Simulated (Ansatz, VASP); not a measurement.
**Two plane-wave programs on Bi2Se3**

Contents of INCAR:

```
SYSTEM = Bi2Se3
PREC = Accurate ; ENCUT = 500
EDIFF = 1E-6 ; ISMEAR = 0
SIGMA = 0.03 ; LREAL = .FALSE.
LASPH = .TRUE. ; NELM = 120
ALGO = Normal ; ISIF = 2
LWAVE = .FALSE. ; LCHARG = .FALSE.
GGA = PS ; NBANDS = 32
GGA_COMPAT = .FALSE.
```

KPOINTS

```
regular mesh
0
G
  12 12 12
  0 0 0
```

The input POSCAR:

```
Bi2Se3
1.0
    2.1684289713      1.2519430503      9.0629113651
   -2.1684289713      1.2519430503      9.0629113651
    0.0000000000     -2.5038861007      9.0629113651
Bi Se
2 3
Direct
    0.4002583896      0.4002583896      0.4002583896
    0.5997416104      0.5997416104      0.5997416104
    0.0000000000      0.0000000000      0.0000000000
    0.2116390873      0.2116390873      0.2116390873
    0.7883609127      0.7883609127      0.7883609127
```

Input for Ansatz:

```yaml
crystal:
  lattice:
    - [2.1684289713, 1.2519430503, 9.0629113651]
    - [-2.1684289713, 1.2519430503, 9.0629113651]
    - [0.0, -2.5038861007, 9.0629113651]
  atoms:
    - { symbol: Bi, position: [0.4002583896, 0.4002583896, 0.4002583896] }
    - { symbol: Bi, position: [0.5997416104, 0.5997416104, 0.5997416104] }
    - { symbol: Se, position: [0.0, 0.0, 0.0] }
    - { symbol: Se, position: [0.2116390873, 0.2116390873, 0.2116390873] }
    - { symbol: Se, position: [0.7883609127, 0.7883609127, 0.7883609127] }
basis:
  ecutwfc: 420
kpoints:
  mp_grid: { grid: [12, 12, 12] }
hamiltonian:
  xc: pbesol
scf:
  occupations: { method: gaussian, width: 0.03 }
output:
  forces: true
  stress: true
  eigenvalues: true
```

Change from the starting cell: strain +0.050 along x and y, -0.050 along z, atoms carried along.

Alike in both runs: task single point; functional PBEsol; k mesh 12 × 12 × 12; occupations gaussian, width 0.03 eV; no spin polarisation.

|  | VASP | Ansatz |
| --- | --- | --- |
| version | VASP 6.6.1 | Ansatz 0.2.0 |
| potentials or method | VASP PAW PBE potentials, release 64 (Bi_d, Se), cutoff 500 eV | scalar-relativistic, plane waves, PAW |
| valence electrons in the cell | 48 | 78 |

|  | VASP | Ansatz | Ansatz less VASP |
| --- | --- | --- | --- |
| gap on the k mesh at the Fermi level (eV) | 0.12 | 0.12 | -0.004 |
| least direct gap on the mesh (eV) | 0.12 | 0.12 | -0.004 |
| pressure (GPa) | -2.8 | -2.9 | -0.03 |
| traceless stress, the component that is largest in VASP (GPa) | 2.34 | 2.35 | +0.006 |
| rms of the force components (eV/Å) | 0.071 | 0.075 | +0.0049 |

VASP's potentials were made for PBE, not for PBEsol. Atom by atom the forces differ by 0.005 eV/Å (rms over components). With one functional, cell and mesh, what is left measures potentials, basis and numerics. VASP's potentials hold 48 valence electrons a cell and Ansatz's 78, so a difference there can come from the potentials and not from the codes.

Spin-orbit coupling is off throughout.
